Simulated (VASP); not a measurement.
# ZnSe (a) (F-43m) in VASP: single point with PBE

Aim: the single point of ZnSe (a) with PBE.

All numbers are computed with VASP 6.6.1; they aren't measurements. Logs are shortened: lines on timing, memory, paths and dates and some standing lists are left out, and cuts for length are marked.

## (1) The cell of the first run

It takes space group F-43m (No. 216, cubic). Conventional cell: a = 5.733 Å, b = 5.733 Å, c = 5.733 Å, α = 90.00°, β = 90.00°, γ = 90.00°. Within 3.3 Å of Zn (site symmetry -43m) lie 4 Se at 2.48 Å. Within 3.3 Å of Se (site symmetry -43m) lie 4 Zn at 2.48 Å.

## (2) Single point, PBE

The input, INCAR:

```
  PREC = Accurate
  ENCUT = 500
  EDIFF = 1E-6
  ISMEAR = 0
  SIGMA = 0.02
  LREAL = False
  LASPH = True
  NELM = 120
  ALGO = Normal
  ISIF = 2
  LWAVE = False
  LCHARG = False
  GGA = PE
  NBANDS = 16
  GGA_COMPAT = False
```

The input, KPOINTS:

```
Automatic mesh
0
Gamma
  8 8 8
```

The input, POSCAR:

```
ZnSe
1.0
    0.0000000000      2.8664359626      2.8664359626
    2.8664359626      0.0000000000      2.8664359626
    2.8664359626      2.8664359626      0.0000000000
Zn Se
1 1
Direct
    0.0000000000      0.0000000000      0.0000000000
    0.2500000000      0.2500000000      0.2500000000
```

Potentials or basis: VASP PAW PBE potentials, release 64 (Zn, Se).

Started as:

```
$ cat potpaw_PBE.64/Zn/POTCAR potpaw_PBE.64/Se/POTCAR > POTCAR
$ mpirun -np 1 vasp_std > vasp.out
```

OUTCAR:

```text
PREC = Accurate
   ENCUT = 500
   EDIFF = 1E-6
   ISMEAR = 0
   LREAL = False
   LASPH = True
   NELM = 120
   ISIF = 2
   GGA = PE

 ion  position               nearest neighbor table
   1  0.000  0.000  0.000-   2 2.48   2 2.48   2 2.48   2 2.48
   2  0.250  0.250  0.250-   1 2.48   1 2.48   1 2.48   1 2.48

  LATTYP: Found a face centered cubic cell.
 ALAT       =     5.7328719252

  Lattice vectors:

 A1 = (   0.0000000000,   2.8664359626,   2.8664359626)
 A2 = (   2.8664359626,   0.0000000000,   2.8664359626)
 A3 = (   2.8664359626,   2.8664359626,   0.0000000000)

Analysis of symmetry for initial positions (statically):
=====================================================================
 Subroutine PRICEL returns:
 Original cell was already a primitive cell.

 Routine SETGRP: Setting up the symmetry group for a
 face centered cubic supercell.

 Subroutine GETGRP returns: Found 24 space group operations
 (whereof 24 operations were pure point group operations)
 out of a pool of 48 trial point group operations.

The static configuration has the point symmetry T_d .

Analysis of symmetry for dynamics (positions and initial velocities):
=====================================================================
 Subroutine PRICEL returns:
 Original cell was already a primitive cell.

 Routine SETGRP: Setting up the symmetry group for a
 face centered cubic supercell.

 Subroutine GETGRP returns: Found 24 space group operations
 (whereof 24 operations were pure point group operations)
 out of a pool of 48 trial point group operations.

The dynamic configuration has the point symmetry T_d .

 Subroutine INISYM returns: Found 24 space group operations
 (whereof 24 operations are pure point group operations),
 and found     1 'primitive' translations

----------------------------------------------------------------------------------------

                                     Primitive cell

  volume of cell :      47.1039

  direct lattice vectors                    reciprocal lattice vectors
     0.000000000  2.866435963  2.866435963    -0.174432643  0.174432643  0.174432643
     2.866435963  0.000000000  2.866435963     0.174432643 -0.174432643  0.174432643
     2.866435963  2.866435963  0.000000000     0.174432643  0.174432643 -0.174432643

  length of vectors
     4.053752614  4.053752614  4.053752614     0.302126200  0.302126200  0.302126200

  position of ions in fractional coordinates (direct lattice)
     0.000000000  0.000000000  0.000000000
     0.250000000  0.250000000  0.250000000

  ion indices of the primitive-cell ions
   primitive index   ion index
                 1           1
                 2           2

----------------------------------------------------------------------------------------

 KPOINTS: Automatic mesh

Automatic generation of k-mesh.
 Grid dimensions read from file:
 generate k-points for:    8    8    8

 Generating k-lattice:

  Cartesian coordinates                     Fractional coordinates (reciprocal lattice)
    -0.021804080  0.021804080  0.021804080     0.125000000  0.000000000  0.000000000
     0.021804080 -0.021804080  0.021804080     0.000000000  0.125000000  0.000000000
     0.021804080  0.021804080 -0.021804080     0.000000000  0.000000000  0.125000000

  Length of vectors
     0.037765775  0.037765775  0.037765775

  Shift w.r.t. Gamma in fractional coordinates (k-lattice)
     0.000000000  0.000000000  0.000000000

 Subroutine IBZKPT returns following result:
 ===========================================

 Found     29 irreducible k-points:

 Following reciprocal coordinates:
            Coordinates               Weight
  0.000000  0.000000  0.000000      1.000000
  0.125000  0.000000  0.000000      8.000000
  0.250000  0.000000  0.000000      8.000000
  0.375000  0.000000  0.000000      8.000000
  0.500000  0.000000  0.000000      4.000000
  0.125000  0.125000  0.000000      6.000000
[... 16 lines left out ...]
  0.500000  0.250000  0.125000     48.000000
 -0.375000  0.250000  0.125000     24.000000
 [... further k-points ...]
   k-points           NKPTS =     29   k-points in BZ     NKDIM =     29   number of bands    NBANDS=     16
   number of dos      NEDOS =    301   number of ions     NIONS =      2
   total plane-waves  NPLWV =  27000
   dimension x,y,z NGX =    30 NGY =   30 NGZ =   30
   dimension x,y,z NGXF=    60 NGYF=   60 NGZF=   60
   ions per type =               1   1
   NGX,Y,Z   is equivalent  to a cutoff of  12.30, 12.30, 12.30 a.u.
   NGXF,Y,Z  is equivalent  to a cutoff of  24.61, 24.61, 24.61 a.u.
 SYSTEM =  unknown system
   PREC   = accura    normal or accurate (medium, high low for compatibility)
   ISTART =      0    job   : 0-new  1-cont  2-samecut
   ICHARG =      2    charge: 1-file 2-atom 10-const
   ISPIN  =      1    spin polarized calculation?
   LNONCOLLINEAR =      F non collinear calculations
   LSORBIT =      F    spin-orbit coupling
   LASPH  =      T    aspherical Exc in radial PAW
   ENCUT  =  500.0 eV  36.75 Ry    6.06 a.u.   7.39  7.39  7.39*2*pi/ulx,y,z
   NELM   =    120;   NELMIN=  2; NELMDL= -5     # of ELM steps
   EDIFF  = 0.1E-05   stopping-criterion for ELM
   LREAL  =      F    real-space projection
   EDIFFG = 0.1E-04   stopping-criterion for IOM
   NSW    =      0    number of steps for IOM
   IBRION =     -1    ionic relax: 0-MD 1-quasi-New 2-CG
   NFREE  =      0    steps in history (QN), initial steepest desc. (CG)
   ISIF   =      2    stress and relaxation
   ISYM   =      2    0-nonsym 1-usesym 2-fastsym
   POTIM  = 0.5000    time-step for ionic-motion
   TEBEG  =    0.0;   TEEND  =   0.0 temperature during run
   PSTRESS=    0.0 pullay stress
   NELECT =      18.0000    total number of electrons
   NUPDOWN=      -1.0000    fix difference up-down
   EMIN   =  10.00;   EMAX   =-10.00  energy-range for DOS
   EFERMI =   0.00;   METHOD = LEGACY
   ISMEAR =     0;   SIGMA  =   0.02  broadening in eV -4-tet -1-fermi 0-gaus
   EFERMI_NEDOS =   21; number of points for ismear=-14 and -15
   IALGO  =     38    algorithm
   IMIX   =      4    mixing-type and parameters
     AMIX     =   0.40;   BMIX     =  1.00
     AMIX_MAG =   1.60;   BMIX_MAG =  1.00
  volume/ion in A,a.u.               =      23.55       158.94
  Fermi-wavevector in a.u.,A,eV,Ry     =   1.187992  2.244979 19.202234  1.411324
  Thomas-Fermi vector in A             =   2.324131
   LORBIT       =      0    0 simple, 1 ext, 2 COOP (PROOUT), +10 PAW based schemes
   GGA     = PE    functional components
   LHFCALC =     F    Hartree Fock is set to
   AEXX    =    0.0000 exact exchange contribution
   IVDW    =     0    specifies the selected vdW correction
   LEPSILON=     F    determine dielectric tensor
   LRPA    =     F    only Hartree local field effects (RPA)
 non-spin polarized calculation
 Gauss-broadening in eV      SIGMA  =   0.02
  energy-cutoff  :      500.00
  volume of cell :       47.10
 maximum number of plane-waves:      1243
 NGX is ok and might be reduce to    30
   NGX = 15   NGY = 15   NGZ = 15

 number of electron      18.0000017 magnetization

 Free energy of the ion-electron system (eV)
  ---------------------------------------------------
  ext. energy  EPLUGINS =         0.00000000
  ---------------------------------------------------
  free energy    TOTEN  =        -6.03233137 eV

  energy without entropy =       -6.03233137  energy(sigma->0) =       -6.03233137

 E-fermi :   1.4103     XC(G=0):  -9.1656

 val. band max:        1.3246331030   @ k =   0.0000   0.0000   0.0000
 cond. band min:       2.4780635307   @ k =   0.0000   0.0000   0.0000
 fundamental gap:      1.1534304276
 Fermi energy:         1.4103265250

 k-point     1 :       0.0000    0.0000    0.0000
  band No.  band energies     occupation
      1     -11.7201      2.00000
      2      -5.1024      2.00000
      3      -5.1024      2.00000
      4      -5.1024      2.00000
      5      -4.7631      2.00000
      6      -4.7631      2.00000
[... 8 lines left out ...]
     15      12.7129      0.00000
     16      12.7129      0.00000

 k-point     2 :       0.1250    0.0000    0.0000
  band No.  band energies     occupation
      1     -11.6260      2.00000
      2      -5.0936      2.00000
      3      -5.0878      2.00000
      4      -5.0878      2.00000
      5      -4.7643      2.00000
      6      -4.7643      2.00000
[... 8 lines left out ...]
     15      11.9591      0.00000
     16      11.9793      0.00000

 k-point     3 :       0.2500    0.0000    0.0000
  band No.  band energies     occupation
      1     -11.3826      2.00000
      2      -5.0556      2.00000
      3      -5.0556      2.00000
      4      -5.0353      2.00000
      5      -4.7628      2.00000
      6      -4.7628      2.00000
[... 8 lines left out ...]
     15      11.7233      0.00000
     16      11.9812      0.00000

 k-point     4 :       0.3750    0.0000    0.0000
  band No.  band energies     occupation
      1     -11.1111      2.00000
      2      -5.0297      2.00000
      3      -5.0297      2.00000
      4      -4.8487      2.00000
      5      -4.7532      2.00000
      6      -4.7532      2.00000
[... 8 lines left out ...]
     15      12.7910      0.00000
     16      12.7910      0.00000

 k-point     5 :       0.5000    0.0000    0.0000
  band No.  band energies     occupation
      1     -10.9884      2.00000
      2      -5.0213      2.00000
      3      -5.0213      2.00000
      4      -4.7463      2.00000
      5      -4.7463      2.00000
      6      -4.6164      2.00000
[... 8 lines left out ...]
     15      14.2893      0.00000
     16      14.2893      0.00000

 k-point     6 :       0.1250    0.1250    0.0000
  band No.  band energies     occupation
      1     -11.5946      2.00000
      2      -5.1070      2.00000
      3      -5.0746      2.00000
      4      -5.0746      2.00000
      5      -4.7733      2.00000
      6      -4.7566      2.00000
[... 8 lines left out ...]
     15      12.4040      0.00000
     16      12.9302      0.00000

 k-point     7 :       0.2500    0.1250    0.0000
  band No.  band energies     occupation
      1     -11.4003      2.00000
      2      -5.0875      2.00000
      3      -5.0405      2.00000
      4      -5.0353      2.00000
      5      -4.7779      2.00000
      6      -4.7508      2.00000
[... 8 lines left out ...]
     15      12.7957      0.00000
     16      13.3072      0.00000

 k-point     8 :       0.3750    0.1250    0.0000
  band No.  band energies     occupation
      1     -11.1343      2.00000
      2      -5.0394      2.00000
      3      -5.0103      2.00000
      4      -4.9266      2.00000
      5      -4.7592      2.00000
      6      -4.7442      2.00000
[... 8 lines left out ...]
     15      12.9902      0.00000
     16      13.5163      0.00000

 k-point     9 :       0.5000    0.1250    0.0000
  band No.  band energies     occupation
      1     -10.9558      2.00000
      2      -5.0192      2.00000
      3      -4.9999      2.00000
      4      -4.7820      2.00000
      5      -4.7445      2.00000
      6      -4.6297      2.00000
[... 8 lines left out ...]
     15      13.5958      0.00000
     16      14.3064      0.00000
[... 172 lines left out ...]
 k-point    19 :       0.5000    0.3750    0.0000
  band No.  band energies     occupation
      1     -10.7810      2.00000
      2      -5.0372      2.00000
      3      -4.8920      2.00000
      4      -4.8756      2.00000
      5      -4.7267      2.00000
      6      -4.6102      2.00000
[... 8 lines left out ...]
     15      14.8032      0.00000
     16      15.3833      0.00000

 k-point    20 :      -0.3750    0.3750    0.0000
  band No.  band energies     occupation
      1     -10.7595      2.00000
      2      -5.0116      2.00000
      3      -4.9102      2.00000
      4      -4.8304      2.00000
      5      -4.7432      2.00000
      6      -4.5208      2.00000
[... 8 lines left out ...]
     15      13.2349      0.00000
     16      16.3853      0.00000

 k-point    21 :       0.5000    0.5000    0.0000
  band No.  band energies     occupation
      1     -10.7407      2.00000
      2      -5.0536      2.00000
      3      -4.8705      2.00000
      4      -4.8705      2.00000
      5      -4.7189      2.00000
      6      -4.5963      2.00000
[... 8 lines left out ...]
     15      15.1515      0.00000
     16      15.5962      0.00000

 k-point    22 :       0.3750    0.2500    0.1250
  band No.  band energies     occupation
      1     -11.1928      2.00000
      2      -5.0548      2.00000
      3      -5.0073      2.00000
      4      -4.9780      2.00000
      5      -4.7752      2.00000
      6      -4.7404      2.00000
[... 8 lines left out ...]
     15      13.4697      0.00000
     16      14.5838      0.00000

 k-point    23 :       0.5000    0.2500    0.1250
  band No.  band energies     occupation
      1     -10.9667      2.00000
      2      -5.0111      2.00000
      3      -4.9847      2.00000
      4      -4.8560      2.00000
      5      -4.7511      2.00000
      6      -4.6994      2.00000
[... 8 lines left out ...]
     15      13.7615      0.00000
     16      14.8816      0.00000

 k-point    24 :      -0.3750    0.2500    0.1250
  band No.  band energies     occupation
      1     -10.8666      2.00000
      2      -5.0041      2.00000
      3      -4.9721      2.00000
      4      -4.7900      2.00000
      5      -4.7561      2.00000
      6      -4.5695      2.00000
[... 8 lines left out ...]
     15      13.9458      0.00000
     16      14.7366      0.00000

 [... further k-points ...]
[... 5 lines left out ...]
  --------------------------------------------------------------------------------------
  -------------------------------------------------------------------------------------
  Total        0.0599769      0.0599769      0.0599769      0.0000000      0.0000000      0.0000000
  in kB        2.0400368      2.0400368      2.0400368      0.0000000      0.0000000      0.0000000
  external PRESSURE =       2.0400368 kB  Pullay stress =       0.0000000 kB

 VOLUME and BASIS-vectors are now :
 -----------------------------------------------------------------------------
  energy-cutoff  :      500.00
  volume of cell :       47.10
      direct lattice vectors                 reciprocal lattice vectors
     0.000000000  2.866435963  2.866435963    -0.174432643  0.174432643  0.174432643
     2.866435963  0.000000000  2.866435963     0.174432643 -0.174432643  0.174432643
     2.866435963  2.866435963  0.000000000     0.174432643  0.174432643 -0.174432643

 POSITION                                       TOTAL-FORCE (eV/Angst)
 -----------------------------------------------------------------------------------
      0.00000      0.00000      0.00000         0.000000      0.000000      0.000000
      1.43322      1.43322      1.43322        -0.000000     -0.000000     -0.000000
 -----------------------------------------------------------------------------------
    total drift:                               -0.000000     -0.000000     -0.000001

  FREE ENERGIE OF THE ION-ELECTRON SYSTEM (eV)
  ---------------------------------------------------
  free  energy   TOTEN  =        -6.0323313694 eV

  energy  without entropy=       -6.0323313694  energy(sigma->0) =       -6.03233137
```

Run time: 36 s. Hardware: 1 thread of Intel Xeon 8259CL, shared host; peak memory 0.18 GiB.

Results:

| Property | Result |
| --- | --- |
| Free energy | -6.0323 eV |
| Pressure | 0.2 GPa |
| Band gap on the k mesh | 1.15 eV, direct |

PBE gaps usually lie below the measured ones, often by a third to a half.
